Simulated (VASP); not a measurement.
# CdSe (sol) (I-4m2) in VASP: notebook

Runs on CdSe (sol). Level: PBEsol. Tasks: single point, relaxation of the atoms.

Program: VASP 6.6.1. These are calculated values, not measurements. Logs are shortened: lines on timing, memory, paths and dates and some standing lists are left out, and cuts for length are marked.

**1. The cell of the first run**

It takes space group I-4m2 (No. 119, tetragonal). The conventional cell has a = 4.344 Å, b = 4.344 Å, c = 6.046 Å, α = 90.00°, β = 90.00°, γ = 90.00°. Cd (site symmetry -4m2) has 4 Se at 2.65 Å within 3.5 Å. Within 3.5 Å of Se (site symmetry -4m2) lie 4 Cd at 2.65 Å.

**2. Single point, PBEsol (strained cell)**

The input, INCAR:

```
ALGO     = Normal         # electronic algorithm
EDIFF    = 1E-6           # SCF threshold, eV
ENCUT    = 500            # plane-wave cutoff, eV
GGA      = PS             # functional
GGA_COMPAT= False        
ISIF     = 2              # what is computed and relaxed
ISMEAR   = 0              # smearing method
LASPH    = True           # aspherical terms in the spheres
LCHARG   = True           # write CHGCAR
LELF     = True           # ELF
LREAL    = False          # projectors in reciprocal space
LVHAR    = True         
LWAVE    = False          # write WAVECAR
NBANDS   = 16             # bands
NELM     = 120            # most SCF steps
PREC     = Accurate       # precision mode
SIGMA    = 0.02           # smearing width, eV
```

The input, KPOINTS:

```
k-points
0
Gamma
  8 8 8
```

The input, POSCAR:

```
CdSe
1.0
    0.0000000000      3.0714838878      3.0228267173
    3.0714838878      0.0000000000      3.0228267173
    3.0714838878      3.0714838878      0.0000000000
Cd Se
1 1
Direct
    0.0000000000      0.0000000000      0.0000000000
    0.2500000000      0.2500000000      0.2500000000
```

Potentials or basis: VASP PAW PBE potentials, release 64 (Cd, Se).

Started as:

```console
$ cat potpaw_PBE.64/Cd/POTCAR potpaw_PBE.64/Se/POTCAR > POTCAR
$ mpirun -np 1 vasp_std > vasp.out
```

OUTCAR:

```text
EDIFF = 1E-6
   ENCUT = 500
   GGA = PS
   ISIF = 2
   ISMEAR = 0
   LASPH = True
   LREAL = False
   NELM = 120
   PREC = Accurate

 ion  position               nearest neighbor table
   1  0.000  0.000  0.000-   2 2.65   2 2.65   2 2.65   2 2.65
   2  0.250  0.250  0.250-   1 2.65   1 2.65   1 2.65   1 2.65

  LATTYP: Found a body centered tetragonal cell.
 ALAT       =     4.3437341707
 C/A-ratio  =     1.3918101792

  Lattice vectors:

 A1 = (   0.0000000000,  -3.0714838878,  -3.0228267173)
 A2 = (   0.0000000000,   3.0714838878,  -3.0228267173)
 A3 = (   3.0714838878,   0.0000000000,   3.0228267173)

Analysis of symmetry for initial positions (statically):
=====================================================================
 Subroutine PRICEL returns:
 Original cell was already a primitive cell.

 Routine SETGRP: Setting up the symmetry group for a
 body centered tetragonal supercell.

 Subroutine GETGRP returns: Found  8 space group operations
 (whereof  8 operations were pure point group operations)
 out of a pool of 16 trial point group operations.

The static configuration has the point symmetry D_2d.

Analysis of symmetry for dynamics (positions and initial velocities):
=====================================================================
 Subroutine PRICEL returns:
 Original cell was already a primitive cell.

 Routine SETGRP: Setting up the symmetry group for a
 body centered tetragonal supercell.

 Subroutine GETGRP returns: Found  8 space group operations
 (whereof  8 operations were pure point group operations)
 out of a pool of 16 trial point group operations.

The dynamic configuration has the point symmetry D_2d.

 Subroutine INISYM returns: Found  8 space group operations
 (whereof  8 operations are pure point group operations),
 and found     1 'primitive' translations

----------------------------------------------------------------------------------------

                                     Primitive cell

  volume of cell :      57.0348

  direct lattice vectors                    reciprocal lattice vectors
     0.000000000  3.071483888  3.022826717    -0.162787766  0.162787766  0.165408092
     3.071483888  0.000000000  3.022826717     0.162787766 -0.162787766  0.165408092
     3.071483888  3.071483888  0.000000000     0.162787766  0.162787766 -0.165408092
[... 75 lines left out ...]
   PREC   = accura    normal or accurate (medium, high low for compatibility)
   ISTART =      0    job   : 0-new  1-cont  2-samecut
   ICHARG =      2    charge: 1-file 2-atom 10-const
   ISPIN  =      1    spin polarized calculation?
   LNONCOLLINEAR =      F non collinear calculations
   LSORBIT =      F    spin-orbit coupling
   LASPH  =      T    aspherical Exc in radial PAW
   ENCUT  =  500.0 eV  36.75 Ry    6.06 a.u.   7.86  7.86  7.92*2*pi/ulx,y,z
   NELM   =    120;   NELMIN=  2; NELMDL= -5     # of ELM steps
   EDIFF  = 0.1E-05   stopping-criterion for ELM
   LREAL  =      F    real-space projection
   EDIFFG = 0.1E-04   stopping-criterion for IOM
   NSW    =      0    number of steps for IOM
   IBRION =     -1    ionic relax: 0-MD 1-quasi-New 2-CG
   NFREE  =      0    steps in history (QN), initial steepest desc. (CG)
   ISIF   =      2    stress and relaxation
   ISYM   =      2    0-nonsym 1-usesym 2-fastsym
   POTIM  = 0.5000    time-step for ionic-motion
   TEBEG  =    0.0;   TEEND  =   0.0 temperature during run
   PSTRESS=    0.0 pullay stress
   NELECT =      18.0000    total number of electrons
   NUPDOWN=      -1.0000    fix difference up-down
   EMIN   =  10.00;   EMAX   =-10.00  energy-range for DOS
   EFERMI =   0.00;   METHOD = LEGACY
   ISMEAR =     0;   SIGMA  =   0.02  broadening in eV -4-tet -1-fermi 0-gaus
   EFERMI_NEDOS =   21; number of points for ismear=-14 and -15
   IALGO  =     38    algorithm
   IMIX   =      4    mixing-type and parameters
     AMIX     =   0.40;   BMIX     =  1.00
     AMIX_MAG =   1.60;   BMIX_MAG =  1.00
  volume/ion in A,a.u.               =      28.52       192.44
  Fermi-wavevector in a.u.,A,eV,Ry     =   1.114600  2.106289 16.902973  1.242333
  Thomas-Fermi vector in A             =   2.251197
   LORBIT       =      0    0 simple, 1 ext, 2 COOP (PROOUT), +10 PAW based schemes
   GGA     = PS    functional components
   LHFCALC =     F    Hartree Fock is set to
   AEXX    =    0.0000 exact exchange contribution
   IVDW    =     0    specifies the selected vdW correction
   LEPSILON=     F    determine dielectric tensor
   LRPA    =     F    only Hartree local field effects (RPA)
 non-spin polarized calculation
 Gauss-broadening in eV      SIGMA  =   0.02
  energy-cutoff  :      500.00
  volume of cell :       57.03
 maximum number of plane-waves:      1461
   NGX = 15   NGY = 15   NGZ = 15

 number of electron      18.0000005 magnetization

 Free energy of the ion-electron system (eV)
  ---------------------------------------------------
  ext. energy  EPLUGINS =         0.00000000
  ---------------------------------------------------
  free energy    TOTEN  =        -6.17632265 eV

  energy without entropy =       -6.17632265  energy(sigma->0) =       -6.17632265

 E-fermi :   0.8445     XC(G=0):  -9.0368

 val. band max:        0.7355385426   @ k =   0.0000   0.0000   0.0000
 cond. band min:       1.1581207218   @ k =   0.0000   0.0000   0.0000
 fundamental gap:      0.4225821793
 Fermi energy:         0.8445091182

 k-point     1 :       0.0000    0.0000    0.0000
  band No.  band energies     occupation
      1     -11.8431      2.00000
      2      -7.1645      2.00000
      3      -7.1645      2.00000
      4      -7.1577      2.00000
      5      -6.7982      2.00000
      6      -6.7937      2.00000
[... 433 lines left out ...]
      3      -7.0547      2.00000
      4      -6.8423      2.00000
      5      -6.7719      2.00000
      6      -6.7258      2.00000
[... 8 lines left out ...]
     15      11.5969      0.00000
     16      12.1750      0.00000

 [... further k-points ...]
[... 5 lines left out ...]
  --------------------------------------------------------------------------------------
  -------------------------------------------------------------------------------------
  Total       -0.1775290     -0.1775290     -0.0780691      0.0000000      0.0000000     -0.0000000
  in kB       -4.9870082     -4.9870082     -2.1930568      0.0000000      0.0000000     -0.0000000
  external PRESSURE =      -4.0556910 kB  Pullay stress =       0.0000000 kB

 VOLUME and BASIS-vectors are now :
 -----------------------------------------------------------------------------
  energy-cutoff  :      500.00
  volume of cell :       57.03
      direct lattice vectors                 reciprocal lattice vectors
     0.000000000  3.071483888  3.022826717    -0.162787766  0.162787766  0.165408092
     3.071483888  0.000000000  3.022826717     0.162787766 -0.162787766  0.165408092
     3.071483888  3.071483888  0.000000000     0.162787766  0.162787766 -0.165408092

 POSITION                                       TOTAL-FORCE (eV/Angst)
 -----------------------------------------------------------------------------------
      0.00000      0.00000      0.00000        -0.000000     -0.000000     -0.000000
      1.53574      1.53574      1.51141         0.000000      0.000000      0.000000
 -----------------------------------------------------------------------------------
    total drift:                                0.000000      0.000000      0.000000

  FREE ENERGIE OF THE ION-ELECTRON SYSTEM (eV)
  ---------------------------------------------------
  free  energy   TOTEN  =        -6.1763226516 eV

  energy  without entropy=       -6.1763226516  energy(sigma->0) =       -6.17632265
```

Run time: 56 s. Hardware: 1 thread of Intel Xeon 8259CL, shared host; peak memory 0.21 GiB.

Results:

```yaml
Free_energy: -6.1763 eV
Pressure: -0.4 GPa
Band_gap_on_the_k_mesh: 0.42 eV, direct
```

Caveat: the cell differs from its parent crystal (strained cell); the PAW data sets were made with another functional, which shifts forces and pressure a little.

**3. Relaxation of the atoms, PBEsol (strained cell)**

The input, INCAR:

```
PREC     = Accurate       # precision mode
ENCUT    = 450            # plane-wave cutoff, eV
EDIFF    = 1E-7           # SCF threshold, eV
ISMEAR   = 0              # smearing method
SIGMA    = 0.02           # smearing width, eV
LREAL    = F              # projectors in reciprocal space
LASPH    = T              # aspherical terms in the spheres
NELM     = 120            # most SCF steps
ALGO     = Normal         # electronic algorithm
ISIF     = 2              # what is computed and relaxed
LWAVE    = F              # write WAVECAR
LCHARG   = F              # write CHGCAR
GGA      = PS             # functional
IBRION   = 2              # ionic algorithm
NSW      = 60             # ionic steps
EDIFFG   = -0.002         # ionic threshold
GGA_COMPAT= F            
NELMIN   = 4
```

The input, KPOINTS:

```
regular mesh
0
Gamma
  8 8 8
```

The input, POSCAR:

```
CdSe
1.0
    0.0000000000      3.0714838878      2.9960752010
    3.0714838878      0.0000000000      2.9960752010
    3.0714838878      3.0714838878      0.0000000000
Cd Se
1 1
Direct
    0.0000000000      0.0000000000      0.0000000000
    0.2500000000      0.2500000000      0.2500000000
```

Potentials or basis: VASP PAW PBE potentials, release 64 (Cd, Se).

Started as:

```console
$ cat potpaw_PBE.64/Cd/POTCAR potpaw_PBE.64/Se/POTCAR > POTCAR
$ mpirun -np 1 vasp_std > vasp.out
```

It took 65 s on 1 thread of Intel Xeon 8259CL, shared host; peak memory 0.19 GiB.

It converged, with:

```yaml
Free_energy: -6.1757 eV
Pressure_after_relaxing: -0.1 GPa
Band_gap_on_the_k_mesh: 0.42 eV, direct
```

Stress tensor (GPa, compression positive):
```
-0.21  0.00  0.00
 0.00 -0.21  0.00
 0.00  0.00  0.20
```

Final structure:
```xyz
2
Lattice="0.0000 3.0715 2.9961 3.0715 0.0000 2.9961 3.0715 3.0715 0.0000" Properties=species:S:1:pos:R:3 pbc="T T T"
Cd    0.0000    0.0000    0.0000
Se    1.5357    1.5357    1.4980
```

Levels at points of the mesh, in eV from the valence-band top:
| k point | band 5 | band 6 | band 7 | band 8 | band 9 | band 10 | band 11 | band 12 | band 13 |
| --- | --- | --- | --- | --- | --- | --- | --- | --- | --- |
| (0.00, 0.00, 0.00) | -7.57 | -7.57 | -0.07 | -0.07 | 0.00 | 0.42 | 5.81 | 5.81 | 5.81 |
| (0.50, 0.00, 0.00) | -7.54 | -7.28 | -4.47 | -0.86 | -0.75 | 2.23 | 6.22 | 6.41 | 7.22 |
| (0.50, 0.50, 0.00) | -7.51 | -7.19 | -4.06 | -1.98 | -1.98 | 2.91 | 3.48 | 9.06 | 10.03 |
| (0.50, 0.00, 0.50) | -7.51 | -7.23 | -4.20 | -1.89 | -1.86 | 2.99 | 3.69 | 8.83 | 9.91 |

Caveat: the cell differs from its parent crystal (strained cell); the relaxation stopped at its first step, so nothing moved; the PAW data sets were made with another functional, which shifts forces and pressure a little.

**4. Relaxation of the atoms, PBEsol (strained cell)**

The input, INCAR:

```
SYSTEM = CdSe
PREC     = Accurate       ! precision mode
ENCUT    = 450            ! plane-wave cutoff, eV
EDIFF    = 1E-7           ! SCF threshold, eV
ISMEAR   = 0              ! smearing method
SIGMA    = 0.02           ! smearing width, eV
LREAL    = .False.        ! projectors in reciprocal space
LASPH    = .True.         ! aspherical terms in the spheres
NELM     = 120            ! most SCF steps
ALGO     = Normal         ! electronic algorithm
ISIF     = 2              ! what is computed and relaxed
LWAVE    = .False.        ! write WAVECAR
LCHARG   = .False.        ! write CHGCAR
GGA      = PS             ! functional
IBRION   = 2              ! ionic algorithm
NSW      = 60             ! ionic steps
EDIFFG   = -0.002         ! ionic threshold
GGA_COMPAT= .False.      
NELMIN   = 4
```

The input, KPOINTS:

```
regular mesh
0
Gamma
  8 8 8
  0 0 0
```

The input, POSCAR:

```
CdSe
1.0
    0.0000000000      3.0714838878      3.0122114113
    3.0714838878      0.0000000000      3.0122114113
    3.0714838878      3.0714838878      0.0000000000
Cd Se
1 1
Direct
    0.0000000000      0.0000000000      0.0000000000
    0.2500000000      0.2500000000      0.2500000000
```

Started as:

```console
$ cat potpaw_PBE.64/Cd/POTCAR potpaw_PBE.64/Se/POTCAR > POTCAR
$ mpirun -np 1 vasp_std > vasp.out
```

Run time: 62 s. Hardware: 1 thread of Intel Xeon 8259CL, shared host; peak memory 0.19 GiB.

The run converged. Its results:

* Free energy: -6.1760 eV
* Pressure after relaxing: -0.3 GPa
* Band gap on the k mesh: 0.42 eV, direct

Stress tensor (GPa, compression positive):
```
-0.46  0.00  0.00
 0.00 -0.46  0.00
 0.00  0.00 -0.12
```

Final structure:
```
Cd Se
1.0
     0.00000    3.07148    3.01221
     3.07148    0.00000    3.01221
     3.07148    3.07148    0.00000
Cd Se
1 1
Direct
  0.00000 0.00000 0.00000
  0.25000 0.25000 0.25000
```

Levels at points of the mesh, in eV from the valence-band top:
| k point | band 5 | band 6 | band 7 | band 8 | band 9 | band 10 | band 11 | band 12 | band 13 |
| --- | --- | --- | --- | --- | --- | --- | --- | --- | --- |
| (0.00, 0.00, 0.00) | -7.55 | -7.54 | -0.06 | -0.06 | 0.00 | 0.42 | 5.82 | 5.82 | 5.82 |
| (0.50, 0.00, 0.00) | -7.52 | -7.26 | -4.43 | -0.83 | -0.74 | 2.23 | 6.25 | 6.39 | 7.22 |
| (0.50, 0.50, 0.00) | -7.49 | -7.18 | -4.05 | -1.94 | -1.94 | 2.94 | 3.52 | 9.01 | 10.01 |
| (0.50, 0.00, 0.50) | -7.49 | -7.21 | -4.16 | -1.87 | -1.84 | 3.00 | 3.68 | 8.83 | 9.92 |

Caveat: the cell differs from its parent crystal (strained cell); the relaxation stopped at its first step, so nothing moved; the PAW data sets were made with another functional, which shifts forces and pressure a little.

**5. The runs side by side**

```tsv
task	cell	cutoff (eV)	gap on the mesh (eV)	pressure (GPa)
single point	a = 4.309, b = 4.309, c = 4.344 Å, angles 59.7, 59.7, 60.5°, 2 atoms	500	0.42	-0.4
relaxation of the atoms	atoms relaxed from a = 4.291, b = 4.291, c = 4.344 Å, angles 59.6, 59.6, 60.8°, 2 atoms	450	0.42	-0.1
relaxation of the atoms	atoms relaxed from a = 4.302, b = 4.302, c = 4.344 Å, angles 59.7, 59.7, 60.6°, 2 atoms	450	0.42	-0.3
```

Alike in all rows: level PBEsol; potentials or basis VASP PAW PBE potentials, release 64 (Cd, Se); no spin polarisation; k mesh 8 × 8 × 8; smearing gaussian 0.02 eV.

Caveats: the PAW data sets were made with another functional, which shifts forces and pressure a little; the relaxation stopped at its first step, so nothing moved (some runs).

Absolute energies hang on the potentials; compare differences alone.
